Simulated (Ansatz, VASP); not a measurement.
## One calculation of AlCu, two programs

```
CELL_PARAMETERS angstrom
2.99751 -0.08993 0.00000
-0.08993 2.99751 0.00000
0.00000 0.00000 2.99751
ATOMIC_POSITIONS crystal
Al 0.00000 0.00000 0.00000
Cu 0.50000 0.50000 0.50000
```

Change from the starting cell: strain -0.0600 x Voigt [0, 0, 0, 0, 0, 1], atoms carried along.

Alike in both runs: task single point; functional r2SCAN; k mesh 16 × 16 × 16; occupations gaussian, width 0.15 eV; no spin polarisation.

|  | VASP | Ansatz |
| --- | --- | --- |
| version | VASP 6.6.1 | Ansatz 0.2.0 |
| potentials or method | VASP PAW PBE potentials, release 64 (Al, Cu), cutoff 520 eV | scalar-relativistic, plane waves, PAW |
| valence electrons in the cell | 14 | 22 |

```tsv
	VASP	Ansatz	Ansatz less VASP
gap on the k mesh at the Fermi level (eV)	none	none	-
pressure (GPa)	-4.3	-4.3	-0.02
traceless stress, the component that is largest in VASP (GPa)	3.05	3.07	+0.021
```

VASP's potentials were made for PBE, not for r2SCAN. A gap of «none» marks a metal or a gap that the smearing closes. With one functional, cell and mesh, what is left measures potentials, basis and numerics. VASP's potentials hold 14 valence electrons a cell and Ansatz's 22, so a difference there can come from the potentials and not from the codes.
